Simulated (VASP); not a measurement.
# AlP (F-43m) in VASP: further runs, part 2 of 2

VASP 6.6.1. The steps go on from the part before.

### 4 Single point, PBE

This run uses another cell than the first one, of 21.20 Å³/atom, 1.130 times its volume.

File INCAR:

```
PREC = Accurate ; ENCUT = 500
EDIFF = 1E-6 ; ISMEAR = 0
SIGMA = 0.01 ; LREAL = F
LASPH = T ; NELM = 120
ALGO = Normal ; ISIF = 2
LWAVE = F ; LCHARG = T
GGA = PE ; LELF = T
LVHAR = T ; NBANDS = 11
GGA_COMPAT = F
```

File KPOINTS:

```
Automatic mesh
0
Gamma
  6 6 6
```

File POSCAR:

```
AlP
1.0
    0.0000000000      2.7674449115      2.7674449115
    2.7674449115      0.0000000000      2.7674449115
    2.7674449115      2.7674449115      0.0000000000
Al P
1 1
Direct
    0.0000000000      0.0000000000      0.0000000000
    0.2500000000      0.2500000000      0.2500000000
```

Potentials or basis: VASP PAW PBE potentials, release 64 (Al, P).

On the command line:

```sh
$ cat potpaw_PBE.64/Al/POTCAR potpaw_PBE.64/P/POTCAR > POTCAR
$ mpirun -np 1 vasp_std > vasp.out
```

OUTCAR:

```text
PREC = Accurate
   ENCUT = 500
   EDIFF = 1E-6
   ISMEAR = 0
   LREAL = F
   LASPH = T
   NELM = 120
   ISIF = 2
   GGA = PE

 ion  position               nearest neighbor table
   1  0.000  0.000  0.000-   2 2.40   2 2.40   2 2.40   2 2.40
   2  0.250  0.250  0.250-   1 2.40   1 2.40   1 2.40   1 2.40

  LATTYP: Found a face centered cubic cell.
 ALAT       =     5.5348898230

  Lattice vectors:

 A1 = (   0.0000000000,   2.7674449115,   2.7674449115)
 A2 = (   2.7674449115,   0.0000000000,   2.7674449115)
 A3 = (   2.7674449115,   2.7674449115,   0.0000000000)

Analysis of symmetry for initial positions (statically):
=====================================================================
 Subroutine PRICEL returns:
 Original cell was already a primitive cell.

 Routine SETGRP: Setting up the symmetry group for a
 face centered cubic supercell.

 Subroutine GETGRP returns: Found 24 space group operations
 (whereof 24 operations were pure point group operations)
 out of a pool of 48 trial point group operations.

The static configuration has the point symmetry T_d .

Analysis of symmetry for dynamics (positions and initial velocities):
=====================================================================
 Subroutine PRICEL returns:
 Original cell was already a primitive cell.

 Routine SETGRP: Setting up the symmetry group for a
 face centered cubic supercell.

 Subroutine GETGRP returns: Found 24 space group operations
 (whereof 24 operations were pure point group operations)
 out of a pool of 48 trial point group operations.

The dynamic configuration has the point symmetry T_d .

 Subroutine INISYM returns: Found 24 space group operations
 (whereof 24 operations are pure point group operations),
 and found     1 'primitive' translations

----------------------------------------------------------------------------------------

                                     Primitive cell

  volume of cell :      42.3903

  direct lattice vectors                    reciprocal lattice vectors
     0.000000000  2.767444912  2.767444912    -0.180672070  0.180672070  0.180672070
     2.767444912  0.000000000  2.767444912     0.180672070 -0.180672070  0.180672070
     2.767444912  2.767444912  0.000000000     0.180672070  0.180672070 -0.180672070

  length of vectors
     3.913758127  3.913758127  3.913758127     0.312933204  0.312933204  0.312933204

  position of ions in fractional coordinates (direct lattice)
     0.000000000  0.000000000  0.000000000
     0.250000000  0.250000000  0.250000000

  ion indices of the primitive-cell ions
   primitive index   ion index
                 1           1
                 2           2

----------------------------------------------------------------------------------------

 KPOINTS: Automatic mesh

Automatic generation of k-mesh.
 Grid dimensions read from file:
 generate k-points for:    6    6    6

 Generating k-lattice:

  Cartesian coordinates                     Fractional coordinates (reciprocal lattice)
    -0.030112012  0.030112012  0.030112012     0.166666667  0.000000000  0.000000000
     0.030112012 -0.030112012  0.030112012     0.000000000  0.166666667  0.000000000
     0.030112012  0.030112012 -0.030112012     0.000000000  0.000000000  0.166666667

  Length of vectors
     0.052155534  0.052155534  0.052155534

  Shift w.r.t. Gamma in fractional coordinates (k-lattice)
     0.000000000  0.000000000  0.000000000

 Subroutine IBZKPT returns following result:
 ===========================================

 Found     16 irreducible k-points:

 Following reciprocal coordinates:
            Coordinates               Weight
  0.000000  0.000000  0.000000      1.000000
  0.166667  0.000000  0.000000      8.000000
  0.333333  0.000000  0.000000      8.000000
  0.500000  0.000000  0.000000      4.000000
  0.166667  0.166667  0.000000      6.000000
  0.333333  0.166667  0.000000     24.000000
[... 8 lines left out ...]
 -0.333333  0.333333  0.166667     24.000000
 -0.333333  0.500000  0.166667     12.000000
   k-points           NKPTS =     16   k-points in BZ     NKDIM =     16   number of bands    NBANDS=     11
   number of dos      NEDOS =    301   number of ions     NIONS =      2
   total plane-waves  NPLWV =  27000
   dimension x,y,z NGX =    30 NGY =   30 NGZ =   30
   dimension x,y,z NGXF=    60 NGYF=   60 NGZF=   60
   ions per type =               1   1
   NGX,Y,Z   is equivalent  to a cutoff of  12.74, 12.74, 12.74 a.u.
   NGXF,Y,Z  is equivalent  to a cutoff of  25.49, 25.49, 25.49 a.u.
 SYSTEM =  unknown system
   PREC   = accura    normal or accurate (medium, high low for compatibility)
   ISTART =      0    job   : 0-new  1-cont  2-samecut
   ICHARG =      2    charge: 1-file 2-atom 10-const
   ISPIN  =      1    spin polarized calculation?
   LNONCOLLINEAR =      F non collinear calculations
   LSORBIT =      F    spin-orbit coupling
   LASPH  =      T    aspherical Exc in radial PAW
   ENCUT  =  500.0 eV  36.75 Ry    6.06 a.u.   7.14  7.14  7.14*2*pi/ulx,y,z
   NELM   =    120;   NELMIN=  2; NELMDL= -5     # of ELM steps
   EDIFF  = 0.1E-05   stopping-criterion for ELM
   LREAL  =      F    real-space projection
   EDIFFG = 0.1E-04   stopping-criterion for IOM
   NSW    =      0    number of steps for IOM
   IBRION =     -1    ionic relax: 0-MD 1-quasi-New 2-CG
   NFREE  =      0    steps in history (QN), initial steepest desc. (CG)
   ISIF   =      2    stress and relaxation
   ISYM   =      2    0-nonsym 1-usesym 2-fastsym
   POTIM  = 0.5000    time-step for ionic-motion
   TEBEG  =    0.0;   TEEND  =   0.0 temperature during run
   PSTRESS=    0.0 pullay stress
   NELECT =       8.0000    total number of electrons
   NUPDOWN=      -1.0000    fix difference up-down
   EMIN   =  10.00;   EMAX   =-10.00  energy-range for DOS
   EFERMI =   0.00;   METHOD = LEGACY
   ISMEAR =     0;   SIGMA  =   0.01  broadening in eV -4-tet -1-fermi 0-gaus
   EFERMI_NEDOS =   21; number of points for ismear=-14 and -15
   IALGO  =     38    algorithm
   IMIX   =      4    mixing-type and parameters
     AMIX     =   0.40;   BMIX     =  1.00
     AMIX_MAG =   1.60;   BMIX_MAG =  1.00
  volume/ion in A,a.u.               =      21.20       143.03
  Fermi-wavevector in a.u.,A,eV,Ry     =   0.939037  1.774522 11.997477  0.881790
  Thomas-Fermi vector in A             =   2.066308
   LORBIT       =      0    0 simple, 1 ext, 2 COOP (PROOUT), +10 PAW based schemes
   GGA     = PE    functional components
   LHFCALC =     F    Hartree Fock is set to
   AEXX    =    0.0000 exact exchange contribution
   IVDW    =     0    specifies the selected vdW correction
   LEPSILON=     F    determine dielectric tensor
   LRPA    =     F    only Hartree local field effects (RPA)
 non-spin polarized calculation
 Gauss-broadening in eV      SIGMA  =   0.01
  energy-cutoff  :      500.00
  volume of cell :       42.39
 maximum number of plane-waves:      1090
 NGX is ok and might be reduce to    30
   NGX = 15   NGY = 15   NGZ = 15

 number of electron       8.0000000 magnetization

 Free energy of the ion-electron system (eV)
  ---------------------------------------------------
  ext. energy  EPLUGINS =         0.00000000
  ---------------------------------------------------
  free energy    TOTEN  =       -10.36685061 eV

  energy without entropy =      -10.36685061  energy(sigma->0) =      -10.36685061

 E-fermi :   4.2627     XC(G=0):  -9.0490

 val. band max:        4.2174117671   @ k =   0.0000   0.0000   0.0000
 cond. band min:       5.8721665234   @ k =   0.5000   0.5000   0.0000
 fundamental gap:      1.6547547563
 Fermi energy:         4.2627077262

 k-point     1 :       0.0000    0.0000    0.0000
  band No.  band energies     occupation
      1      -7.0589      2.00000
      2       4.2174      2.00000
      3       4.2174      2.00000
      4       4.2174      2.00000
      5       7.1754      0.00000
      6       8.7184      0.00000
      7       8.7184      0.00000
      8       8.7184      0.00000
      9      13.0024      0.00000
     10      13.0024      0.00000
     11      14.2251      0.00000
[... 197 lines left out ...]
 k-point    16 :      -0.3333    0.5000    0.1667
  band No.  band energies     occupation
      1      -4.8231      2.00000
      2      -0.7111      2.00000
      3       1.4407      2.00000
      4       1.6736      2.00000
      5       7.5462      0.00000
      6       8.4662      0.00000
      7      11.7079      0.00000
      8      12.0487      0.00000
      9      15.1506      0.00000
     10      15.9483      0.00000
     11      17.1790      0.00000

------------------------ aborting loop because EDIFF is reached ----------------------------------------

  FORCE on cell =-STRESS in cart. coord.  units (eV):
  Direction    XX          YY          ZZ          XY          YZ          ZX
  --------------------------------------------------------------------------------------
  -------------------------------------------------------------------------------------
  Total       -0.3269864     -0.3269864     -0.3269864      0.0000000      0.0000000     -0.0000000
  in kB      -12.3587155    -12.3587155    -12.3587155      0.0000000      0.0000000     -0.0000000
  external PRESSURE =     -12.3587155 kB  Pullay stress =       0.0000000 kB

 VOLUME and BASIS-vectors are now :
 -----------------------------------------------------------------------------
  energy-cutoff  :      500.00
  volume of cell :       42.39
      direct lattice vectors                 reciprocal lattice vectors
     0.000000000  2.767444912  2.767444912    -0.180672070  0.180672070  0.180672070
     2.767444912  0.000000000  2.767444912     0.180672070 -0.180672070  0.180672070
     2.767444912  2.767444912  0.000000000     0.180672070  0.180672070 -0.180672070

 POSITION                                       TOTAL-FORCE (eV/Angst)
 -----------------------------------------------------------------------------------
      0.00000      0.00000      0.00000        -0.000000     -0.000000     -0.000000
      1.38372      1.38372      1.38372         0.000000      0.000000      0.000000
 -----------------------------------------------------------------------------------
    total drift:                               -0.000000     -0.000000     -0.000000

  FREE ENERGIE OF THE ION-ELECTRON SYSTEM (eV)
  ---------------------------------------------------
  free  energy   TOTEN  =       -10.3668506146 eV

  energy  without entropy=      -10.3668506146  energy(sigma->0) =      -10.36685061
```

stdout:

```text
POSCAR found type information on POSCAR AlP
 POSCAR found :  2 types and       2 ions
 scaLAPACK will be used
 LDA part: xc-table for (Slater+PW92), standard interpolation
 POSCAR, INCAR and KPOINTS ok, starting setup
 FFT: planning ... GRIDC
 FFT: planning ... GRID_SOFT
 FFT: planning ... GRID
 WAVECAR not read
 entering main loop
```

It took 18 s on 1 thread of Intel Xeon Platinum 8259CL at 2.50GHz (Skylake/Cascade Lake), shared host; peak memory 0.16 GiB.

What came out:

```
Free energy            : -10.3669 eV
Pressure               : -1.2 GPa
Band gap on the k mesh : 1.65 eV, indirect (least direct gap 2.96 eV)
```

A k mesh can miss the band edges.

### 5 Overview

| cell | gap on the mesh (eV) | pressure (GPa) |
| --- | --- | --- |
| a = 3.757 Å, angles 60.0°, 2 atoms | 1.40 | 11.1 |
| a = 3.811 Å, angles 60.0°, 2 atoms | 1.50 | 6.1 |
| a = 3.914 Å, angles 60.0°, 2 atoms | 1.65 | -1.2 |

Alike in all rows: task single point; level PBE; potentials or basis VASP PAW PBE potentials, release 64 (Al, P); no spin polarisation; k mesh 6 × 6 × 6; cutoff (eV) 500; smearing gaussian 0.01 eV.

Total energies depend on the potentials used, so only differences within one code and one set of settings carry meaning.
